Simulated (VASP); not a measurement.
Wanted: the native input for a VASP 6.6.1 run.

```
Task                   : single point
Functional             : r2SCAN
Potentials or basis    : VASP PAW PBE potentials, release 64 (W_sv)
Cutoff                 : 520 eV
k mesh                 : 20 × 20 × 20
Occupations            : gaussian, width 0.15 eV
Spin                   : no spin polarisation
Dipole correction      : no
Further INCAR settings : ALGO = Normal; EDIFF = 1e-07; NBANDS = 13
```

W:

```
CELL_PARAMETERS angstrom
0.00000 2.03000 1.98940
2.03000 0.00000 1.98940
2.03000 2.03000 0.00000
ATOMIC_POSITIONS crystal
W 0.00000 0.00000 0.00000
```

This cell differs from its parent crystal: strain -0.0200 x Voigt [0, 0, 1, 0, 0, 0].

The input as run:

POSCAR

```
W
1.0
    0.0000000000      2.0300000000      1.9894000000
    2.0300000000      0.0000000000      1.9894000000
    2.0300000000      2.0300000000      0.0000000000
W
1
Direct
    0.0000000000      0.0000000000      0.0000000000
```

INCAR.step1

```
PREC = Accurate ; ENCUT = 520
ISMEAR = 0 ; SIGMA = 0.15
LREAL = False ; LASPH = True
NELM = 100 ; NBANDS = 13
GGA = PE ; ALGO = Normal
EDIFF = 1E-4 ; LWAVE = True
LCHARG = False
```

INCAR.step2

```
PREC = Accurate ; ENCUT = 520
EDIFF = 1E-7 ; ISMEAR = 0
SIGMA = 0.15 ; LREAL = False
LASPH = True ; NELM = 100
ALGO = Normal ; ISIF = 2
LWAVE = False ; LCHARG = False
METAGGA = R2SCAN ; LMIXTAU = True
NBANDS = 13 ; ISTART = 1
```

KPOINTS

```
Automatic mesh
0
Gamma
  20 20 20
```

Potentials or basis: VASP PAW PBE potentials, release 64 (W_sv).

Run with:

```console
$ cat potpaw_PBE.64/W_sv/POTCAR > POTCAR
$ cp INCAR.step1 INCAR
$ mpirun -np 1 vasp_std > vasp.out
$ cp INCAR.step2 INCAR
$ mpirun -np 1 vasp_std > vasp.out
```

Results of the run:

| Property | Result |
| --- | --- |
| Pressure | -2.2 GPa |
| Band gap on the k mesh | zero (band 7 reaches 13.65 eV, above the bottom of band 8 at 9.81 eV) |

Caveat: the cell differs from its parent crystal (strain -0.0200 x Voigt [0, 0, 1, 0, 0, 0]); the PAW data sets were made with another functional, which shifts forces and pressure a little; spin-orbit coupling is left out, which moves the levels of the heavy elements.

Run time: 10 min on 1 thread of AMD EPYC 7R43 64-Core Processor (Zen 3), with other jobs on the host, peak memory 0.22 GiB.
